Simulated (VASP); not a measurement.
# BN in VASP: further runs, part 2 of 2

VASP 6.6.1. The steps go on from the part before.

### 6 Single point, PBE (strain -0.030 along x and y, -0.030 along z)

Contents of INCAR:

```
SYSTEM = BN
  ALGO = Normal
  EDIFF = 1E-7
  ENCUT = 520
  GGA = PE
  ISIF = 2
  ISMEAR = 0
  LASPH = .TRUE.
  LCHARG = .FALSE.
  LREAL = .FALSE.
  LWAVE = .FALSE.
  NBANDS = 11
  NELM = 100
  PREC = Accurate
  SIGMA = 0.05
```

Contents of KPOINTS:

```
k-points
0
G
  12 12 12
  0 0 0
```

Contents of POSCAR:

```
BN
1.0
    0.0000000000      1.7586109700      1.7586109700
    1.7586109700      0.0000000000      1.7586109700
    1.7586109700      1.7586109700      0.0000000000
B N
1 1
Direct
    0.0000000000      0.0000000000      0.0000000000
    0.7500000000      0.7500000000      0.7500000000
```

Potentials or basis: VASP PAW PBE potentials, release 64 (B, N).

Launch:

```sh
> cat potpaw_PBE.64/B/POTCAR potpaw_PBE.64/N/POTCAR > POTCAR
> mpirun -np 1 vasp_std > vasp.out
```

OUTCAR:

```text
SYSTEM = BN
   EDIFF = 1E-7
   ENCUT = 520
   GGA = PE
   ISIF = 2
   ISMEAR = 0
   LASPH = .TRUE.
   LREAL = .FALSE.
   NELM = 100
   PREC = Accurate

 ion  position               nearest neighbor table
   1  0.000  0.000  0.000-   2 1.52   2 1.52   2 1.52   2 1.52
   2  0.750  0.750  0.750-   1 1.52   1 1.52   1 1.52   1 1.52

  LATTYP: Found a face centered cubic cell.
 ALAT       =     3.5172219400

  Lattice vectors:

 A1 = (   0.0000000000,   1.7586109700,   1.7586109700)
 A2 = (   1.7586109700,   0.0000000000,   1.7586109700)
 A3 = (   1.7586109700,   1.7586109700,   0.0000000000)

Analysis of symmetry for initial positions (statically):
=====================================================================
 Subroutine PRICEL returns:
 Original cell was already a primitive cell.

 Routine SETGRP: Setting up the symmetry group for a
 face centered cubic supercell.

 Subroutine GETGRP returns: Found 24 space group operations
 (whereof 24 operations were pure point group operations)
 out of a pool of 48 trial point group operations.

The static configuration has the point symmetry T_d .

Analysis of symmetry for dynamics (positions and initial velocities):
=====================================================================
 Subroutine PRICEL returns:
 Original cell was already a primitive cell.

 Routine SETGRP: Setting up the symmetry group for a
 face centered cubic supercell.

 Subroutine GETGRP returns: Found 24 space group operations
 (whereof 24 operations were pure point group operations)
 out of a pool of 48 trial point group operations.

The dynamic configuration has the point symmetry T_d .

 Subroutine INISYM returns: Found 24 space group operations
 (whereof 24 operations are pure point group operations),
 and found     1 'primitive' translations

----------------------------------------------------------------------------------------

                                     Primitive cell

  volume of cell :      10.8778

  direct lattice vectors                    reciprocal lattice vectors
     0.000000000  1.758610970  1.758610970    -0.284315297  0.284315297  0.284315297
     1.758610970  0.000000000  1.758610970     0.284315297 -0.284315297  0.284315297
     1.758610970  1.758610970  0.000000000     0.284315297  0.284315297 -0.284315297

  length of vectors
     2.487051485  2.487051485  2.487051485     0.492448540  0.492448540  0.492448540

  position of ions in fractional coordinates (direct lattice)
     0.000000000  0.000000000  0.000000000
     0.750000000  0.750000000  0.750000000

  ion indices of the primitive-cell ions
   primitive index   ion index
                 1           1
                 2           2

----------------------------------------------------------------------------------------

 KPOINTS: k-points

Automatic generation of k-mesh.
 Grid dimensions read from file:
 generate k-points for:   12   12   12

 Generating k-lattice:

  Cartesian coordinates                     Fractional coordinates (reciprocal lattice)
    -0.023692941  0.023692941  0.023692941     0.083333333  0.000000000  0.000000000
     0.023692941 -0.023692941  0.023692941     0.000000000  0.083333333  0.000000000
     0.023692941  0.023692941 -0.023692941     0.000000000  0.000000000  0.083333333

  Length of vectors
     0.041037378  0.041037378  0.041037378

  Shift w.r.t. Gamma in fractional coordinates (k-lattice)
     0.000000000  0.000000000  0.000000000

 Subroutine IBZKPT returns following result:
 ===========================================

 Found     72 irreducible k-points:

 Following reciprocal coordinates:
            Coordinates               Weight
  0.000000  0.000000  0.000000      1.000000
  0.083333  0.000000  0.000000      8.000000
  0.166667  0.000000  0.000000      8.000000
  0.250000  0.000000  0.000000      8.000000
  0.333333  0.000000  0.000000      8.000000
  0.416667  0.000000  0.000000      8.000000
[... 16 lines left out ...]
  0.500000  0.166667  0.000000     24.000000
 -0.416667  0.166667  0.000000     24.000000
 [... further k-points ...]
   k-points           NKPTS =     72   k-points in BZ     NKDIM =     72   number of bands    NBANDS=     11
   number of dos      NEDOS =    301   number of ions     NIONS =      2
   total plane-waves  NPLWV =   5832
   dimension x,y,z NGX =    18 NGY =   18 NGZ =   18
   dimension x,y,z NGXF=    36 NGYF=   36 NGZF=   36
   ions per type =               1   1
   NGX,Y,Z   is equivalent  to a cutoff of  12.03, 12.03, 12.03 a.u.
   NGXF,Y,Z  is equivalent  to a cutoff of  24.06, 24.06, 24.06 a.u.
 SYSTEM =  BN
   PREC   = accura    normal or accurate (medium, high low for compatibility)
   ISTART =      0    job   : 0-new  1-cont  2-samecut
   ICHARG =      2    charge: 1-file 2-atom 10-const
   ISPIN  =      1    spin polarized calculation?
   LNONCOLLINEAR =      F non collinear calculations
   LSORBIT =      F    spin-orbit coupling
   LASPH  =      T    aspherical Exc in radial PAW
   ENCUT  =  520.0 eV  38.22 Ry    6.18 a.u.   4.62  4.62  4.62*2*pi/ulx,y,z
   NELM   =    100;   NELMIN=  2; NELMDL= -5     # of ELM steps
   EDIFF  = 0.1E-06   stopping-criterion for ELM
   LREAL  =      F    real-space projection
   EDIFFG = 0.1E-05   stopping-criterion for IOM
   NSW    =      0    number of steps for IOM
   IBRION =     -1    ionic relax: 0-MD 1-quasi-New 2-CG
   NFREE  =      0    steps in history (QN), initial steepest desc. (CG)
   ISIF   =      2    stress and relaxation
   ISYM   =      2    0-nonsym 1-usesym 2-fastsym
   POTIM  = 0.5000    time-step for ionic-motion
   TEBEG  =    0.0;   TEEND  =   0.0 temperature during run
   PSTRESS=    0.0 pullay stress
   NELECT =       8.0000    total number of electrons
   NUPDOWN=      -1.0000    fix difference up-down
   EMIN   =  10.00;   EMAX   =-10.00  energy-range for DOS
   EFERMI =   0.00;   METHOD = LEGACY
   ISMEAR =     0;   SIGMA  =   0.05  broadening in eV -4-tet -1-fermi 0-gaus
   EFERMI_NEDOS =   21; number of points for ismear=-14 and -15
   IALGO  =     38    algorithm
   IMIX   =      4    mixing-type and parameters
     AMIX     =   0.40;   BMIX     =  1.00
     AMIX_MAG =   1.60;   BMIX_MAG =  1.00
  volume/ion in A,a.u.               =       5.44        36.70
  Fermi-wavevector in a.u.,A,eV,Ry     =   1.477719  2.792483 29.710390  2.183652
  Thomas-Fermi vector in A             =   2.592088
   LORBIT       =      0    0 simple, 1 ext, 2 COOP (PROOUT), +10 PAW based schemes
   GGA     = PE    functional components
   LHFCALC =     F    Hartree Fock is set to
   AEXX    =    0.0000 exact exchange contribution
   IVDW    =     0    specifies the selected vdW correction
   LEPSILON=     F    determine dielectric tensor
   LRPA    =     F    only Hartree local field effects (RPA)
 non-spin polarized calculation
 Gauss-broadening in eV      SIGMA  =   0.05
  energy-cutoff  :      520.00
  volume of cell :       10.88
 maximum number of plane-waves:       304
   NGX =  9   NGY =  9   NGZ =  9

 number of electron       7.9999999 magnetization

 Free energy of the ion-electron system (eV)
  ---------------------------------------------------
  ext. energy  EPLUGINS =         0.00000000
  ---------------------------------------------------
  free energy    TOTEN  =       -17.32846876 eV

  energy without entropy =      -17.32846876  energy(sigma->0) =      -17.32846876

 E-fermi :   8.7424     XC(G=0): -13.2330

 val. band max:        8.4506441467   @ k =   0.0000   0.0000   0.0000
 cond. band min:      12.9924861996   @ k =   0.5000   0.5000   0.0000
 fundamental gap:      4.5418420529
 Fermi energy:         8.7423676427

 k-point     1 :       0.0000    0.0000    0.0000
  band No.  band energies     occupation
      1     -12.7463      2.00000
      2       8.4506      2.00000
      3       8.4506      2.00000
      4       8.4506      2.00000
      5      17.6637      0.00000
      6      17.6637      0.00000
      7      17.6637      0.00000
      8      20.1718      0.00000
      9      34.7851      0.00000
     10      37.2434      0.00000
     11      37.2434      0.00000
[... 309 lines left out ...]
 k-point    24 :      -0.4167    0.1667    0.0000
  band No.  band energies     occupation
      1      -7.7363      2.00000
      2      -2.2776      2.00000
      3       4.0432      2.00000
      4       5.6621      2.00000
      5      18.1658      0.00000
      6      21.3181      0.00000
      7      21.7186      0.00000
      8      25.2386      0.00000
      9      30.5632      0.00000
     10      34.8471      0.00000
     11      36.8437      0.00000

 [... further k-points ...]
[... 5 lines left out ...]
  --------------------------------------------------------------------------------------
  -------------------------------------------------------------------------------------
  Total        2.7230603      2.7230603      2.7230603     -0.0000000      0.0000000     -0.0000000
  in kB      401.0776904    401.0776904    401.0776904     -0.0000000      0.0000000     -0.0000000
  external PRESSURE =     401.0776904 kB  Pullay stress =       0.0000000 kB

 VOLUME and BASIS-vectors are now :
 -----------------------------------------------------------------------------
  energy-cutoff  :      520.00
  volume of cell :       10.88
      direct lattice vectors                 reciprocal lattice vectors
     0.000000000  1.758610970  1.758610970    -0.284315297  0.284315297  0.284315297
     1.758610970  0.000000000  1.758610970     0.284315297 -0.284315297  0.284315297
     1.758610970  1.758610970  0.000000000     0.284315297  0.284315297 -0.284315297

 POSITION                                       TOTAL-FORCE (eV/Angst)
 -----------------------------------------------------------------------------------
      0.00000      0.00000      0.00000         0.000000      0.000000      0.000000
      2.63792      2.63792      2.63792        -0.000000     -0.000000     -0.000000
 -----------------------------------------------------------------------------------
    total drift:                               -0.000000     -0.000000      0.000000

  FREE ENERGIE OF THE ION-ELECTRON SYSTEM (eV)
  ---------------------------------------------------
  free  energy   TOTEN  =       -17.3284687631 eV

  energy  without entropy=      -17.3284687631  energy(sigma->0) =      -17.32846876
```

OSZICAR:

```text
N       E                     dE             d eps       ncg     rms          rms(c)
DAV:   1     0.113404975392E+02    0.11340E+02   -0.50692E+03  1624   0.732E+02
DAV:   2    -0.179312458402E+02   -0.29272E+02   -0.28323E+02  1886   0.171E+02
DAV:   3    -0.184322927361E+02   -0.50105E+00   -0.50000E+00  1875   0.189E+01
DAV:   4    -0.184328582455E+02   -0.56551E-03   -0.56550E-03  1692   0.687E-01
DAV:   5    -0.184328586747E+02   -0.42928E-06   -0.42928E-06  1833   0.191E-02    0.720E+00
DAV:   6    -0.174459869370E+02    0.98687E+00   -0.28237E+00  1647   0.101E+01    0.358E+00
DAV:   7    -0.173447177340E+02    0.10127E+00   -0.14845E-01  1788   0.309E+00    0.204E+00
DAV:   8    -0.173281512018E+02    0.16567E-01   -0.38799E-02  1790   0.146E+00    0.241E-01
DAV:   9    -0.173283881395E+02   -0.23694E-03   -0.84366E-04  1680   0.263E-01    0.913E-02
DAV:  10    -0.173284643137E+02   -0.76174E-04   -0.10859E-04  1750   0.888E-02    0.161E-02
DAV:  11    -0.173284687230E+02   -0.44093E-05   -0.71678E-06  1807   0.225E-02    0.106E-02
DAV:  12    -0.173284687576E+02   -0.34581E-07   -0.12591E-06  1755   0.788E-03    0.608E-04
DAV:  13    -0.173284687631E+02   -0.55122E-08   -0.19472E-08   843   0.137E-03
   1 F= -.17328469E+02 E0= -.17328469E+02  d E =-.805608E-19
```

stdout:

```text
POSCAR found type information on POSCAR B N
 POSCAR found :  2 types and       2 ions
 scaLAPACK will be used
 LDA part: xc-table for (Slater+PW92), standard interpolation
 POSCAR, INCAR and KPOINTS ok, starting setup
 FFT: planning ... GRIDC
 FFT: planning ... GRID_SOFT
 FFT: planning ... GRID
 WAVECAR not read
 entering main loop
```

Wall time 5.5 s (1 thread of Intel Xeon 6975P-C, shared host); peak memory 0.11 GiB.

What came out:

* Free energy: -17.3285 eV
* Pressure: 40.1 GPa
* Band gap on the k mesh: 4.54 eV, indirect (least direct gap 9.21 eV)

Caveat: the cell differs from its parent crystal (strain -0.030 along x and y, -0.030 along z). A k mesh can miss the band edges.

### 7 Overview

```tsv
cell	gap on the mesh (eV)	pressure (GPa)
a = 2.564, b = 2.564, c = 2.602 Å, angles 59.5, 59.5, 61.0°, 2 atoms	3.92	-5.5
a = 2.603, b = 2.603, c = 2.641 Å, angles 59.5, 59.5, 61.0°, 2 atoms	3.90	-19.9
a = 2.622, b = 2.622, c = 2.602 Å, angles 60.2, 60.2, 59.5°, 2 atoms	4.26	-20.0
a = 2.622, b = 2.622, c = 2.641 Å, angles 59.8, 59.8, 60.5°, 2 atoms	4.13	-24.2
a = 2.487 Å, angles 60.0°, 2 atoms	4.54	40.1
```

Alike in all rows: task single point; level PBE; potentials or basis VASP PAW PBE potentials, release 64 (B, N); no spin polarisation; k mesh 12 × 12 × 12; cutoff (eV) 520; smearing gaussian 0.05 eV.

Total energies depend on the potentials used, so only differences within one code and one set of settings carry meaning.
